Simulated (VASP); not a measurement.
# Ba (P6_3/mmc) in VASP: single point with PBEsol

Aim: the single point of Ba with PBEsol.

All numbers are computed with VASP 6.6.1; they aren't measurements. Logs are shortened: lines on timing, memory, paths and dates and some standing lists are left out, and cuts for length are marked.

## (1) The cell of the first run

The structure is hexagonal, space group P6_3/mmc (No. 194). Conventional cell: a = 3.273 Å, b = 3.273 Å, c = 5.006 Å, α = 90.00°, β = 90.00°, γ = 120.00°. Ba (site symmetry -6m2) has 12 Ba at 3.14 to 3.27 Å within 4.1 Å.

This isn't the form of Ba at room conditions, which is bcc.

## (2) Single point, PBEsol (23.23 Å³/atom)

Input file POSCAR:

```
Ba
1.0
    3.2732794878      0.0000000000      0.0000000000
   -1.6366397439      2.8347431901      0.0000000000
    0.0000000000      0.0000000000      5.0064716199
Ba
2
Direct
    0.3333333333      0.6666666667      0.2500000000
    0.6666666667      0.3333333333      0.7500000000
```

Input file INCAR.step1:

```
ALGO     = Normal         # electronic algorithm
EDIFF    = 1E-6           # SCF threshold, eV
ENCUT    = 520            # plane-wave cutoff, eV
GGA      = PS             # functional
ISIF     = 2              # what is computed and relaxed
ISMEAR   = -1             # smearing method
LASPH    = T              # aspherical terms in the spheres
LCHARG   = T              # write CHGCAR
LREAL    = F              # projectors in reciprocal space
LWAVE    = F              # write WAVECAR
NBANDS   = 17             # bands
NELM     = 80             # most SCF steps
PREC     = Accurate       # precision mode
SIGMA    = 0.08           # smearing width, eV
```

Input file KPOINTS.step1:

```
k-points
0
Gamma
  10 10 6
```

Input file INCAR.step2:

```
ALGO     = Normal         # electronic algorithm
EDIFF    = 1E-6           # SCF threshold, eV
ENCUT    = 520            # plane-wave cutoff, eV
GGA      = PS             # functional
ICHARG   = 11             # starting density
ISIF     = 2              # what is computed and relaxed
ISMEAR   = -5             # smearing method
LASPH    = T              # aspherical terms in the spheres
LCHARG   = F              # write CHGCAR
LORBIT   = 10             # projections on sites
LREAL    = F              # projectors in reciprocal space
LWAVE    = F              # write WAVECAR
NEDOS    = 2001           # points of the DOS
NELM     = 80             # most SCF steps
PREC     = Accurate       # precision mode
SIGMA    = 0.08           # smearing width, eV
```

Input file KPOINTS.step2:

```
k-points
0
Gamma
  15 15 9
```

Potentials or basis: VASP PAW PBE potentials, release 64 (Ba_sv).

On the command line:

```bash
cat potpaw_PBE.64/Ba_sv/POTCAR > POTCAR
cp INCAR.step1 INCAR
cp KPOINTS.step1 KPOINTS
mpirun -np 1 vasp_std > vasp.out
cp INCAR.step2 INCAR
cp KPOINTS.step2 KPOINTS
mpirun -np 1 vasp_std > vasp.out
```

OUTCAR:

```text
EDIFF = 1E-6
   ENCUT = 520
   GGA = PS
   ICHARG = 11
   ISIF = 2
   ISMEAR = -5
   LASPH = T
   LORBIT = 10
   LREAL = F
   NELM = 80
   PREC = Accurate

 ion  position               nearest neighbor table
   1  0.333  0.667  0.250-   2 3.14   2 3.14   2 3.14   2 3.14   2 3.14   2 3.14   2 4.53   2 4.53
                             2 4.53   2 4.53   2 4.53   2 4.53
   2  0.667  0.333  0.750-   1 3.14   1 3.14   1 3.14   1 3.14   1 3.14   1 3.14   1 4.53   1 4.53
                             1 4.53   1 4.53   1 4.53   1 4.53

  LATTYP: Found a hexagonal cell.
 ALAT       =     3.2732794878
 C/A-ratio  =     1.5294971415

  Lattice vectors:

 A1 = (   3.2732794878,   0.0000000000,   0.0000000000)
 A2 = (  -1.6366397439,   2.8347431901,   0.0000000000)
 A3 = (   0.0000000000,   0.0000000000,   5.0064716199)

Analysis of symmetry for initial positions (statically):
=====================================================================
 Subroutine PRICEL returns:
 Original cell was already a primitive cell.

 Routine SETGRP: Setting up the symmetry group for a
 hexagonal supercell.

 Subroutine GETGRP returns: Found 24 space group operations
 (whereof 12 operations were pure point group operations)
 out of a pool of 24 trial point group operations.

The static configuration has the point symmetry D_3d.
 The point group associated with its full space group is D_6h.

Analysis of symmetry for dynamics (positions and initial velocities):
=====================================================================
 Subroutine PRICEL returns:
 Original cell was already a primitive cell.

 Routine SETGRP: Setting up the symmetry group for a
 hexagonal supercell.

 Subroutine GETGRP returns: Found 24 space group operations
 (whereof 12 operations were pure point group operations)
 out of a pool of 24 trial point group operations.

The dynamic configuration has the point symmetry D_3d.
 The point group associated with its full space group is D_6h.

 Subroutine INISYM returns: Found 24 space group operations
 (whereof 12 operations are pure point group operations),
 and found     1 'primitive' translations

----------------------------------------------------------------------------------------

                                     Primitive cell

  volume of cell :      46.4546

  direct lattice vectors                    reciprocal lattice vectors
     3.273279488  0.000000000  0.000000000     0.305504007  0.176382821  0.000000000
[... 104 lines left out ...]
   EFERMI_NEDOS =   21; number of points for ismear=-14 and -15
   IALGO  =     38    algorithm
   IMIX   =      4    mixing-type and parameters
     AMIX     =   0.40;   BMIX     =  1.00
     AMIX_MAG =   1.60;   BMIX_MAG =  1.00
  volume/ion in A,a.u.               =      23.23       156.75
  Fermi-wavevector in a.u.,A,eV,Ry     =   1.236162  2.336007 20.791007  1.528096
  Thomas-Fermi vector in A             =   2.370782
   LORBIT       =     10    0 simple, 1 ext, 2 COOP (PROOUT), +10 PAW based schemes
   GGA     = PS    functional components
   LHFCALC =     F    Hartree Fock is set to
   AEXX    =    0.0000 exact exchange contribution
   IVDW    =     0    specifies the selected vdW correction
   LEPSILON=     F    determine dielectric tensor
   LRPA    =     F    only Hartree local field effects (RPA)
 non-spin polarized calculation
 Fermi weights with tetrahedron method with Bloechl corrections
  energy-cutoff  :      520.00
  volume of cell :       46.45
 maximum number of plane-waves:      1272

 number of electron      20.0000001 magnetization

 Free energy of the ion-electron system (eV)
  ---------------------------------------------------
  ext. energy  EPLUGINS =         0.00000000
  ---------------------------------------------------
  free energy    TOTEN  =        -0.73798974 eV

  energy without entropy =       -0.73798974  energy(sigma->0) =       -0.73798974

 E-fermi :   7.1995     XC(G=0): -11.5451

 val. band max:        7.2607623426   @ k =   0.2000   0.0667   0.1111
 cond. band min:       7.0419641309   @ k =   0.2667   0.1333   0.3333
 fundamental gap:     -0.2187982117
 Fermi energy:         7.1995499000

 k-point     1 :       0.0000    0.0000    0.0000
  band No.  band energies     occupation
      1     -22.7906      2.00000
      2     -20.9655      2.00000
      3     -10.1427      2.00000
      4      -5.2999      2.00000
      5      -5.2999      2.00000
      6      -4.3047      2.00000
      7      -4.3047      2.00000
      8      -3.7769      2.00000
      9       4.8137      2.00000
     10       6.3608      2.00000
     11       8.9117      0.00000
     12       8.9117      0.00000
     13      10.0460      0.00000
     14      10.5274      0.00000
[... 377 lines left out ...]
      1     -21.2026      2.00000
      2     -20.7990      2.00000
      3      -9.1198      2.00000
      4      -7.9540      2.00000
      5      -7.5657      2.00000
      6      -7.5310      2.00000
      7      -6.3191      2.00000
      8      -5.9433      2.00000
      9       4.5938      2.00000
     10       6.2024      2.08654
     11       8.5745      0.00000
     12       9.5698      0.00000
     13      10.9225      0.00000
     14      11.6986      0.00000

 [... further k-points ...]

------------------------ aborting loop because EDIFF is reached ----------------------------------------

  FORCE on cell =-STRESS in cart. coord.  units (eV):
  Direction    XX          YY          ZZ          XY          YZ          ZX
  --------------------------------------------------------------------------------------
  -------------------------------------------------------------------------------------
  Total       10.5788195     10.5788195     11.1937575      0.0000000     -0.0000000      0.0000000
  in kB      364.8540930    364.8540930    386.0627578      0.0000000     -0.0000000      0.0000000
  external PRESSURE =     371.9236479 kB  Pullay stress =       0.0000000 kB

 VOLUME and BASIS-vectors are now :
 -----------------------------------------------------------------------------
  energy-cutoff  :      520.00
  volume of cell :       46.45
      direct lattice vectors                 reciprocal lattice vectors
     3.273279488  0.000000000  0.000000000     0.305504007  0.176382821  0.000000000
    -1.636639744  2.834743190  0.000000000     0.000000000  0.352765642  0.000000000
     0.000000000  0.000000000  5.006471620     0.000000000  0.000000000  0.199741470

 POSITION                                       TOTAL-FORCE (eV/Angst)
 -----------------------------------------------------------------------------------
     -0.00000      1.88983      1.25162         0.000000     -0.000000      0.000000
      1.63664      0.94491      3.75485        -0.000000      0.000000      0.000000
 -----------------------------------------------------------------------------------
    total drift:                               -0.000000      0.000000     -0.000000

  FREE ENERGIE OF THE ION-ELECTRON SYSTEM (eV)
  ---------------------------------------------------
  free  energy   TOTEN  =        -0.7379897405 eV

  energy  without entropy=       -0.7379897405  energy(sigma->0) =       -0.73798974

 total charge

# of ion       s       p       d       tot
------------------------------------------
    1        2.045   5.432   1.228   8.705
    2        2.045   5.432   1.228   8.705
--------------------------------------------------
tot          4.090  10.864   2.456  17.410
```

OSZICAR.step1:

```text
N       E                     dE             d eps       ncg     rms          rms(c)
DAV:   1     0.125161957412E+03    0.12516E+03   -0.98795E+03  1904   0.110E+03
DAV:   2     0.367577247596E+01   -0.12149E+03   -0.11779E+03  2884   0.221E+02
DAV:   3    -0.133973487552E+01   -0.50155E+01   -0.49550E+01  2352   0.433E+01
DAV:   4    -0.146641320452E+01   -0.12668E+00   -0.12655E+00  2584   0.503E+00
DAV:   5    -0.146732161771E+01   -0.90841E-03   -0.90834E-03  2399   0.454E-01    0.185E+01
DAV:   6    -0.939592812949E+00    0.52773E+00   -0.40592E-01  2612   0.431E+00    0.956E+00
DAV:   7    -0.745365928806E+00    0.19423E+00   -0.47026E-01  3044   0.437E+00    0.473E-01
DAV:   8    -0.744680795919E+00    0.68513E-03   -0.61170E-03  2349   0.580E-01    0.408E-01
DAV:   9    -0.744374889990E+00    0.30591E-03   -0.14905E-03  2517   0.192E-01    0.237E-01
DAV:  10    -0.744231933030E+00    0.14296E-03   -0.16532E-04  2859   0.784E-02    0.154E-02
DAV:  11    -0.744234636798E+00   -0.27038E-05   -0.39240E-06  2185   0.175E-02    0.146E-02
DAV:  12    -0.744234423465E+00    0.21333E-06   -0.79716E-08  1171   0.209E-03
   1 F= -.74423442E+00 E0= -.72422134E+00  d E =-.400262E-01
```

It took 29 s on 1 thread of Intel Xeon 6975P-C (Granite Rapids), shared host; peak memory 0.2 GiB.

What came out:

```yaml
Valence_electrons_inside_the_program's_atomic_spheres: Ba 8.71
```

Caveat: the PAW data sets were made with another functional, which shifts forces and pressure a little; spin-orbit coupling is left out, which moves the levels of the heavy elements.
